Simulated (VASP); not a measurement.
Crystal: Ag.

```xyz
8
Lattice="0.0000 4.0855 4.0855 4.0855 0.0000 4.0855 4.0855 4.0855 0.0000" Properties=species:S:1:pos:R:3 pbc="T T T"
Ag    0.0000    0.0000    0.0000
Ag    2.0427    2.0427    0.0000
Ag    2.0427    0.0000    2.0427
Ag    4.0855    2.0427    2.0427
Ag    0.0000    2.0427    2.0427
Ag    2.0427    4.0855    2.0427
Ag    2.0427    2.0427    4.0855
Ag    4.0855    4.0855    4.0855
```

Base run:

| Item | Value |
| --- | --- |
| Program | VASP 6.6.1 |
| Functional | r2SCAN |
| Potentials or basis | VASP PAW PBE potentials, release 64 (Ag) |
| Cutoff | 520 eV |
| k mesh | 7 × 7 × 7 |
| Occupations | fermi-dirac, width 0.05 eV |
| Spin | no spin polarisation |

Its results: band gap on the k mesh zero (bands 44 and 45 overlap by 1.49 eV); pressure 1.6 GPa.

Task: The run is repeated on the same cell with these changes: functional from r2SCAN to LDA; potentials or basis from VASP PAW PBE potentials, release 64 (Ag) to VASP PAW LDA potentials, release 64 (Ag). What comes out?

Result: Band gap on the k mesh zero (bands 44 and 45 overlap by 1.38 eV); pressure -7.2 GPa.

Caveats: the PAW data sets were made with another functional, which shifts forces and pressure a little (at least some runs); the cell stands under tension (at least some runs).
